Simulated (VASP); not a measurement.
# Ge (P4/mmm) in VASP: notebook

Runs on Ge. Level: PBE. Tasks: single point.

Program: VASP 6.6.1. These are calculated values, not measurements. Logs are shortened: lines on timing, memory, paths and dates and some standing lists are left out, and cuts for length are marked.

**1. The cell of the first run**

Symmetry: P4/mmm, No. 123, tetragonal system. The conventional cell has a = 2.701 Å, b = 2.701 Å, c = 2.729 Å, α = 90.00°, β = 90.00°, γ = 90.00°. Ge (site symmetry 4/mmm) has 6 Ge at 2.70 to 2.73 Å within 3.6 Å.

**2. Single point, PBE**

File INCAR:

```
SYSTEM = Ge
ALGO     = Normal         ! electronic algorithm
EDIFF    = 1E-6           ! SCF threshold, eV
ENCUT    = 520            ! plane-wave cutoff, eV
GGA      = PE             ! functional
ISIF     = 2              ! what is computed and relaxed
ISMEAR   = 0              ! smearing method
LASPH    = .True.         ! aspherical terms in the spheres
LCHARG   = .True.         ! write CHGCAR
LELF     = .True.         ! ELF
LREAL    = .False.        ! projectors in reciprocal space
LVHAR    = .True.       
LWAVE    = .False.        ! write WAVECAR
NBANDS   = 13             ! bands
NELM     = 100            ! most SCF steps
PREC     = Accurate       ! precision mode
SIGMA    = 0.1            ! smearing width, eV
```

File KPOINTS:

```
k-points
0
Gamma
  6 6 6
  0 0 0
```

File POSCAR:

```
Ge
1.0
    2.7013939453      0.0000000000      0.0000000000
    0.0000000000      2.7013939453      0.0000000000
    0.0000000000      0.0000000000      2.7286354176
Ge
1
Direct
    0.0000000000      0.0000000000      0.0000000000
```

Potentials or basis: VASP PAW PBE potentials, release 64 (Ge_d).

The run is started by

```console
> cat potpaw_PBE.64/Ge_d/POTCAR > POTCAR
> mpirun -np 1 vasp_std > vasp.out
```

OUTCAR:

```text
SYSTEM = Ge
   EDIFF = 1E-6
   ENCUT = 520
   GGA = PE
   ISIF = 2
   ISMEAR = 0
   LASPH = .True.
   LREAL = .False.
   NELM = 100
   PREC = Accurate

 ion  position               nearest neighbor table
   1  0.000  0.000  0.000-

  LATTYP: Found a simple tetragonal cell.
 ALAT       =     2.7013939453
 C/A-ratio  =     1.0100842279

  Lattice vectors:

 A1 = (   2.7013939453,   0.0000000000,   0.0000000000)
 A2 = (   0.0000000000,   2.7013939453,   0.0000000000)
 A3 = (   0.0000000000,   0.0000000000,   2.7286354176)

Analysis of symmetry for initial positions (statically):
=====================================================================
 Subroutine PRICEL returns:
 Original cell was already a primitive cell.

 Routine SETGRP: Setting up the symmetry group for a
 simple tetragonal supercell.

 Subroutine GETGRP returns: Found 16 space group operations
 (whereof 16 operations were pure point group operations)
 out of a pool of 16 trial point group operations.

The static configuration has the point symmetry D_4h.

Analysis of symmetry for dynamics (positions and initial velocities):
=====================================================================
 Subroutine PRICEL returns:
 Original cell was already a primitive cell.

 Routine SETGRP: Setting up the symmetry group for a
 simple tetragonal supercell.

 Subroutine GETGRP returns: Found 16 space group operations
 (whereof 16 operations were pure point group operations)
 out of a pool of 16 trial point group operations.

The dynamic configuration has the point symmetry D_4h.

 Subroutine INISYM returns: Found 16 space group operations
 (whereof 16 operations are pure point group operations),
 and found     1 'primitive' translations

----------------------------------------------------------------------------------------

                                     Primitive cell

  volume of cell :      19.9123

  direct lattice vectors                    reciprocal lattice vectors
     2.701393945  0.000000000  0.000000000     0.370179256  0.000000000  0.000000000
     0.000000000  2.701393945  0.000000000     0.000000000  0.370179256  0.000000000
     0.000000000  0.000000000  2.728635418     0.000000000  0.000000000  0.366483552

  length of vectors
     2.701393945  2.701393945  2.728635418     0.370179256  0.370179256  0.366483552

  position of ions in fractional coordinates (direct lattice)
     0.000000000  0.000000000  0.000000000

  ion indices of the primitive-cell ions
   primitive index   ion index
                 1           1

----------------------------------------------------------------------------------------

 KPOINTS: k-points

Automatic generation of k-mesh.
 Grid dimensions read from file:
 generate k-points for:    6    6    6

 Generating k-lattice:

  Cartesian coordinates                     Fractional coordinates (reciprocal lattice)
     0.061696543  0.000000000  0.000000000     0.166666667  0.000000000  0.000000000
     0.000000000  0.061696543  0.000000000     0.000000000  0.166666667  0.000000000
     0.000000000  0.000000000  0.061080592     0.000000000  0.000000000  0.166666667

  Length of vectors
     0.061696543  0.061696543  0.061080592

  Shift w.r.t. Gamma in fractional coordinates (k-lattice)
     0.000000000  0.000000000  0.000000000

 Subroutine IBZKPT returns following result:
 ===========================================

 Found     40 irreducible k-points:

 Following reciprocal coordinates:
            Coordinates               Weight
  0.000000  0.000000  0.000000      1.000000
  0.166667  0.000000  0.000000      4.000000
  0.333333  0.000000  0.000000      4.000000
  0.500000  0.000000  0.000000      2.000000
  0.166667  0.166667  0.000000      4.000000
  0.333333  0.166667  0.000000      8.000000
[... 16 lines left out ...]
  0.333333  0.000000  0.333333      8.000000
  0.500000  0.000000  0.333333      4.000000
 [... further k-points ...]
   k-points           NKPTS =     40   k-points in BZ     NKDIM =     40   number of bands    NBANDS=     13
   number of dos      NEDOS =    301   number of ions     NIONS =      1
   total plane-waves  NPLWV =   8000
   dimension x,y,z NGX =    20 NGY =   20 NGZ =   20
   dimension x,y,z NGXF=    40 NGYF=   40 NGZF=   40
   ions per type =               1
   NGX,Y,Z   is equivalent  to a cutoff of  12.31, 12.31, 12.19 a.u.
   NGXF,Y,Z  is equivalent  to a cutoff of  24.62, 24.62, 24.37 a.u.
 SYSTEM =  Ge
   PREC   = accura    normal or accurate (medium, high low for compatibility)
   ISTART =      0    job   : 0-new  1-cont  2-samecut
   ICHARG =      2    charge: 1-file 2-atom 10-const
   ISPIN  =      1    spin polarized calculation?
   LNONCOLLINEAR =      F non collinear calculations
   LSORBIT =      F    spin-orbit coupling
   LASPH  =      T    aspherical Exc in radial PAW
   ENCUT  =  520.0 eV  38.22 Ry    6.18 a.u.   5.02  5.02  5.07*2*pi/ulx,y,z
   NELM   =    100;   NELMIN=  2; NELMDL= -5     # of ELM steps
   EDIFF  = 0.1E-05   stopping-criterion for ELM
   LREAL  =      F    real-space projection
   EDIFFG = 0.1E-04   stopping-criterion for IOM
   NSW    =      0    number of steps for IOM
   IBRION =     -1    ionic relax: 0-MD 1-quasi-New 2-CG
   NFREE  =      0    steps in history (QN), initial steepest desc. (CG)
   ISIF   =      2    stress and relaxation
   ISYM   =      2    0-nonsym 1-usesym 2-fastsym
   POTIM  = 0.5000    time-step for ionic-motion
   TEBEG  =    0.0;   TEEND  =   0.0 temperature during run
   PSTRESS=    0.0 pullay stress
   NELECT =      14.0000    total number of electrons
   NUPDOWN=      -1.0000    fix difference up-down
   EMIN   =  10.00;   EMAX   =-10.00  energy-range for DOS
   EFERMI =   0.00;   METHOD = LEGACY
   ISMEAR =     0;   SIGMA  =   0.10  broadening in eV -4-tet -1-fermi 0-gaus
   EFERMI_NEDOS =   21; number of points for ismear=-14 and -15
   IALGO  =     38    algorithm
   IMIX   =      4    mixing-type and parameters
     AMIX     =   0.40;   BMIX     =  1.00
     AMIX_MAG =   1.60;   BMIX_MAG =  1.00
  volume/ion in A,a.u.               =      19.91       134.37
  Fermi-wavevector in a.u.,A,eV,Ry     =   1.455717  2.750907 28.832283  2.119113
  Thomas-Fermi vector in A             =   2.572719
   LORBIT       =      0    0 simple, 1 ext, 2 COOP (PROOUT), +10 PAW based schemes
   GGA     = PE    functional components
   LHFCALC =     F    Hartree Fock is set to
   AEXX    =    0.0000 exact exchange contribution
   IVDW    =     0    specifies the selected vdW correction
   LEPSILON=     F    determine dielectric tensor
   LRPA    =     F    only Hartree local field effects (RPA)
 non-spin polarized calculation
 Gauss-broadening in eV      SIGMA  =   0.10
  energy-cutoff  :      520.00
  volume of cell :       19.91
 maximum number of plane-waves:       552
   NGX = 11   NGY = 11   NGZ = 11

 number of electron      13.9999971 magnetization

 Free energy of the ion-electron system (eV)
  ---------------------------------------------------
  ext. energy  EPLUGINS =         0.00000000
  ---------------------------------------------------
  free energy    TOTEN  =        -4.27101797 eV

  energy without entropy =       -4.26609263  energy(sigma->0) =       -4.26855530

 E-fermi :   5.9788     XC(G=0): -10.9185

 val. band max:        5.9744440615   @ k =   0.3333   0.1667   0.3333
 cond. band min:       6.0802099067   @ k =   0.3333   0.3333   0.1667
 fundamental gap:      0.1057658452
 Fermi energy:         5.9787769155

 k-point     1 :       0.0000    0.0000    0.0000
  band No.  band energies     occupation
      1     -18.7789      2.00000
      2     -18.7726      2.00000
      3     -18.5336      2.00000
      4     -18.5336      2.00000
      5     -18.5290      2.00000
      6      -6.8243      2.00000
      7      12.2458      0.00000
      8      12.6209      0.00000
      9      12.6209      0.00000
     10      15.8224      0.00000
     11      16.0302      0.00000
     12      18.3512      0.00000
     13      34.3917      0.00000

 k-point     2 :       0.1667    0.0000    0.0000
  band No.  band energies     occupation
      1     -18.7710      2.00000
      2     -18.7280      2.00000
      3     -18.5501      2.00000
      4     -18.5454      2.00000
      5     -18.5322      2.00000
      6      -6.2786      2.00000
      7       8.0681      0.00000
      8      12.7624      0.00000
      9      13.1382      0.00000
     10      16.3500      0.00000
     11      17.8814      0.00000
     12      22.3790      0.00000
     13      28.6852      0.00000

 k-point     3 :       0.3333    0.0000    0.0000
  band No.  band energies     occupation
      1     -18.7640      2.00000
      2     -18.6303      2.00000
      3     -18.5831      2.00000
      4     -18.5779      2.00000
      5     -18.5295      2.00000
      6      -4.6958      2.00000
      7       3.1280      2.00000
      8      14.1128      0.00000
      9      14.4902      0.00000
     10      17.7437      0.00000
     11      19.3895      0.00000
     12      24.0725      0.00000
     13      24.4544      0.00000
[... 305 lines left out ...]
 k-point    23 :       0.3333    0.0000    0.3333
  band No.  band energies     occupation
      1     -18.6989      2.00000
      2     -18.6432      2.00000
      3     -18.5733      2.00000
      4     -18.5722      2.00000
      5     -18.5439      2.00000
      6      -2.6408      2.00000
      7       4.6009      2.00000
      8       5.4808      2.00000
      9      13.5638      0.00000
     10      16.2802      0.00000
     11      21.0125      0.00000
     12      25.9664      0.00000
     13      26.5092      0.00000

 k-point    24 :       0.5000    0.0000    0.3333
  band No.  band energies     occupation
      1     -18.6887      2.00000
      2     -18.6648      2.00000
      3     -18.5888      2.00000
      4     -18.5707      2.00000
      5     -18.4991      2.00000
      6      -0.9800      2.00000
      7       2.2125      2.00000
      8       6.3053      0.00000
      9      11.2434      0.00000
     10      17.2897      0.00000
     11      23.1110      0.00000
     12      23.9859      0.00000
     13      24.2327      0.00000

 [... further k-points ...]

------------------------ aborting loop because EDIFF is reached ----------------------------------------

  FORCE on cell =-STRESS in cart. coord.  units (eV):
  Direction    XX          YY          ZZ          XY          YZ          ZX
  --------------------------------------------------------------------------------------
  -------------------------------------------------------------------------------------
  Total       -0.0425349     -0.0425349     -0.0458484      0.0000000      0.0000000      0.0000000
  in kB       -3.4224334     -3.4224334     -3.6890431      0.0000000      0.0000000      0.0000000
  external PRESSURE =      -3.5113033 kB  Pullay stress =       0.0000000 kB

 VOLUME and BASIS-vectors are now :
 -----------------------------------------------------------------------------
  energy-cutoff  :      520.00
  volume of cell :       19.91
      direct lattice vectors                 reciprocal lattice vectors
     2.701393945  0.000000000  0.000000000     0.370179256  0.000000000  0.000000000
     0.000000000  2.701393945  0.000000000     0.000000000  0.370179256  0.000000000
     0.000000000  0.000000000  2.728635418     0.000000000  0.000000000  0.366483552

 POSITION                                       TOTAL-FORCE (eV/Angst)
 -----------------------------------------------------------------------------------
      0.00000      0.00000      0.00000         0.000000      0.000000      0.000000
 -----------------------------------------------------------------------------------
    total drift:                               -0.000000      0.000000      0.000000

  FREE ENERGIE OF THE ION-ELECTRON SYSTEM (eV)
  ---------------------------------------------------
  free  energy   TOTEN  =        -4.2710179689 eV

  energy  without entropy=       -4.2660926335  energy(sigma->0) =       -4.26855530
```

Run time: 3.7 s. Hardware: 1 thread of Intel Xeon 6975P-C (Granite Rapids), shared host; peak memory 0.12 GiB.

What came out:

- Free energy: -4.2710 eV
- Pressure: -0.4 GPa
- Band gap on the k mesh: zero (band 7 reaches 12.25 eV, above the bottom of band 8 at 3.42 eV)

Caveat: the k points lie up to 0.39 Å⁻¹ apart.

**3. Single point, PBE**

This run uses another cell than the first one, of 20.32 Å³/atom, 1.020 times its volume.

File INCAR:

```
SYSTEM = Ge
PREC = Accurate ; ENCUT = 520
EDIFF = 1E-6 ; ISMEAR = 0
SIGMA = 0.1 ; LREAL = .FALSE.
LASPH = .TRUE. ; NELM = 80
ALGO = Normal ; ISIF = 2
LWAVE = .FALSE. ; LCHARG = .FALSE.
GGA = PE ; NBANDS = 13
```

File KPOINTS:

```
regular mesh
0
G
  4 4 10
  0 0 0
```

File POSCAR:

```
Ge
1.0
    1.8836739555     -1.8836608373      0.0000000000
    1.8836739555      1.8836608373      0.0000000000
    0.0000000000      0.0000000000      2.8627951034
Ge
1
Direct
    0.0000000000      0.0000000000      0.0000000000
```

Potentials or basis: VASP PAW PBE potentials, release 64 (Ge_d).

The run is started by

```console
> cat potpaw_PBE.64/Ge_d/POTCAR > POTCAR
> mpirun -np 1 vasp_std > vasp.out
```

It took 3.4 s on 1 thread of Intel Xeon 6975P-C (Granite Rapids), shared host; peak memory 0.13 GiB.

The run converged. Its results:

```
Free energy            : -4.2009 eV
Pressure               : 0.1 GPa
Band gap on the k mesh : zero (band 7 reaches 10.54 eV, above the bottom of band 8 at 3.46 eV)
```

Stress tensor (GPa, compression positive):
```
 0.21  0.00  0.00
 0.00  0.21  0.00
 0.00  0.00 -0.14
```

Levels at points of the mesh, in eV from the Fermi level:
| k point | band 5 | band 6 | band 7 | band 8 | band 9 | band 10 |
| --- | --- | --- | --- | --- | --- | --- |
| (0.00, 0.00, 0.00) | -24.81 | -13.00 | 4.43 | 6.96 | 6.96 | 8.44 |
| (0.50, 0.00, 0.00) | -24.80 | -8.97 | -5.89 | 7.52 | 10.06 | 12.36 |
| (0.50, 0.50, 0.00) | -24.74 | -4.65 | -2.64 | -2.64 | 3.02 | 10.55 |
| (0.00, 0.00, 0.50) | -24.82 | -10.12 | -5.77 | 9.13 | 9.13 | 12.75 |
| (0.50, 0.00, 0.50) | -24.74 | -5.93 | -3.51 | -2.39 | 2.80 | 12.17 |
| (0.50, 0.50, 0.50) | -24.74 | -1.08 | -0.46 | -0.46 | 0.79 | 6.03 |

Caveat: the k points lie up to 0.59 Å⁻¹ apart.
